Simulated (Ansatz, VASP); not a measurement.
# B: VASP beside Ansatz

The input INCAR:

```
PREC = Accurate
ENCUT = 600
EDIFF = 1E-7
ISMEAR = -1
SIGMA = 0.05
LREAL = False
LASPH = True
NELM = 60
ALGO = Normal
ISIF = 3
LWAVE = False
LCHARG = False
GGA = PE
IBRION = 2
NSW = 60
EDIFFG = -0.01
```

KPOINTS

```
regular mesh
0
Gamma
  11 11 16
```

Contents of POSCAR:

```
B
1.0
    2.3461100000      0.0000000000      0.0000000000
    0.0000000000      2.3461100000      0.0000000000
    0.0000000000      0.0000000000      1.5857900000
B
1
Direct
    0.5000000000      0.5000000000      0.5000000000
```

input.yaml

```yaml
crystal:
  lattice:
    - [2.34611, 0.0, 0.0]
    - [0.0, 2.34611, 0.0]
    - [0.0, 0.0, 1.58579]
  atoms:
    - { symbol: B, position: [0.5, 0.5, 0.5] }
hamiltonian:
  xc: pbe
  pseudopotentials: { kind: paw }
kpoints:
  mp_grid: { grid: [11, 11, 16] }
scf:
  occupations: { method: fermi_dirac, width: 0.05 }
output:
  forces: true
  stress: true
  eigenvalues: true
  write_density: true
  write_potential: true
  elf: true
  volumetric_format: npy
relax:
  f_tol: 0.01
  max_steps: 40
  cell: { stress_tol: 0.05 }
```

Alike in both runs: task relaxation of cell and atoms; functional PBE; k mesh 11 × 11 × 16; occupations fermi-dirac, width 0.05 eV; no spin polarisation.

```csv
,VASP,Ansatz
version,VASP 6.6.1,Ansatz 0.2.0
potentials or method,"VASP PAW PBE potentials, release 64 (B)",Ansatz PAW
plane-wave cutoff (eV),600,420
valence electrons in the cell,3,3
```

Ansatz gave:

| Property | Result |
| --- | --- |
| gap on the k mesh at the Fermi level, each at its own relaxed structure (eV) | none |
| relaxed volume (Å³/atom) | 8.64 |
| relaxed cell length with the largest relative difference (Å) | 2.333 |

Problem. Estimate VASP's values.

Solution. gap on the k mesh at the Fermi level, each at its own relaxed structure (eV): none; relaxed volume (Å³/atom): 8.63; relaxed cell length with the largest relative difference (Å): 2.332.

A gap of «none» marks a metal or a gap that the smearing closes.

Noted on Ansatz's run: the plane-wave basis is chosen anew once the cell has moved, so the energies of steps on either side of that aren't comparable.
